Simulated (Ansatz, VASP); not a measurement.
One calculation of Au, two programs

The input INCAR:

```
PREC = Accurate
ENCUT = 520
EDIFF = 1E-6
ISMEAR = 0
SIGMA = 0.15
LREAL = False
LASPH = True
NELM = 100
ALGO = Fast
ISIF = 2
LWAVE = False
LCHARG = False
GGA = PS
NBANDS = 18
```

Contents of KPOINTS:

```
regular mesh
0
Gamma
  12 12 8
```

POSCAR

```
Au
1.0
    2.8651901210      0.0000000000      0.0000000000
   -1.4325950605      2.4813274315      0.0000000000
    0.0000000000      0.0000000000      4.7905780137
Au
2
Direct
    0.3333333333      0.6666666667      0.7500000000
    0.6666666667      0.3333333333      0.2500000000
```

Input for Ansatz:

```yaml
crystal:
  lattice:
    - [2.8651901217, 0.0, 0.0]
    - [-1.4325950609, 2.4813274321, 0.0]
    - [0.0, 0.0, 4.7905779942]
  atoms:
    - { symbol: Au, position: [0.3333333333, 0.6666666667, 0.75] }
    - { symbol: Au, position: [0.6666666667, 0.3333333333, 0.25] }
basis:
  ecutwfc: 420
kpoints:
  mp_grid: { grid: [12, 12, 8] }
hamiltonian:
  xc: pbesol
scf:
  occupations: { method: gaussian, width: 0.15 }
output:
  forces: true
  stress: true
  eigenvalues: true
```

Alike in both runs: task single point; functional PBEsol; k mesh 12 × 12 × 8; occupations gaussian, width 0.15 eV; no spin polarisation.

|  | VASP | Ansatz |
| --- | --- | --- |
| version | VASP 6.6.1 | Ansatz 0.2.0 |
| potentials or method | VASP PAW PBE potentials, release 64 (Au), cutoff 520 eV | scalar-relativistic, plane waves, PAW |
| valence electrons in the cell | 22 | 38 |

|  | VASP | Ansatz | Ansatz less VASP |
| --- | --- | --- | --- |
| gap on the k mesh at the Fermi level (eV) | none | none | - |
| pressure (GPa) | -0.1 | 0.1 | +0.20 |
| traceless stress, the component that is largest in VASP (GPa) | -0.46 | -0.43 | +0.029 |

VASP's potentials were made for PBE, not for PBEsol. A gap of «none» marks a metal or a gap that the smearing closes. The functional is the same, so the differences come from potentials, cutoffs and numerics. VASP's potentials hold 22 valence electrons a cell and Ansatz's 38, so a difference there can come from the potentials and not from the codes.

Spin-orbit coupling is off throughout.
